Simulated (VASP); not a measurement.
Set up this calculation in VASP 6.6.1, as the native input.

| Item | Value |
| --- | --- |
| Task | single point |
| Functional | PBE |
| Potentials or basis | VASP PAW PBE potentials, release 64 (Al) |
| Cutoff | 520 eV |
| k mesh | 10 × 10 × 10 |
| Occupations | gaussian, width 0.15 eV |
| Spin | no spin polarisation |
| Dipole correction | no |
| Further INCAR settings | ALGO = Fast; EDIFF = 1e-07; NBANDS = 22 |

The structure of Al lies in POSCAR:

```
Al
1.0
    3.2349246271     -3.2349246271     -3.2349246271
   -3.2349246271      3.2349246271     -3.2349246271
    3.2349246271      3.2349246271      3.2349246271
Al
8
Direct
    0.4270462137      0.4270462137     -0.1459075726
    0.5000000000      0.0000000000      0.0000000000
    0.0000000000      0.5000000000      0.0000000000
    0.0000000000      0.0000000000      0.0000000000
    0.5000000000      0.5000000000      0.5000000000
    0.5000000000      0.0000000000      0.5000000000
    0.0000000000      0.5000000000      0.5000000000
    0.0000000000      0.0000000000      0.5000000000
```

This cell differs from its parent crystal: atom 1 (Al) moved by -0.472 Å along [1 0 0] and -0.472 Å along [0 1 0].

The input as run:

INCAR

```
  ALGO = Fast
  EDIFF = 1E-7
  ENCUT = 520
  GGA = PE
  ISIF = 2
  ISMEAR = 0
  LASPH = True
  LCHARG = True
  LELF = True
  LREAL = False
  LVHAR = True
  LWAVE = False
  NBANDS = 22
  NELM = 80
  PREC = Accurate
  SIGMA = 0.15
```

KPOINTS

```
k-points
0
Gamma
  10 10 10
```

Potentials or basis: VASP PAW PBE potentials, release 64 (Al).

The run is started by

```console
$ cat potpaw_PBE.64/Al/POTCAR > POTCAR
$ mpirun -np 1 vasp_std > vasp.out
```

Results of the run:

```
Pressure               : 4.0 GPa
Largest force          : 4.257 eV/Å
Band gap on the k mesh : zero (bands 12 and 13 overlap by 3.94 eV)
```

Caveat: the cell differs from its parent crystal (atom 1 (Al) moved by -0.472 Å along [1 0 0] and -0.472 Å along [0 1 0]); the cell stands under pressure; forces of over 1 eV/Å act on the atoms, so gaps and moduli don't describe the material at rest.

It took 18 min on 1 thread of Intel Xeon 8259CL, on a shared host, peak memory 0.49 GiB.
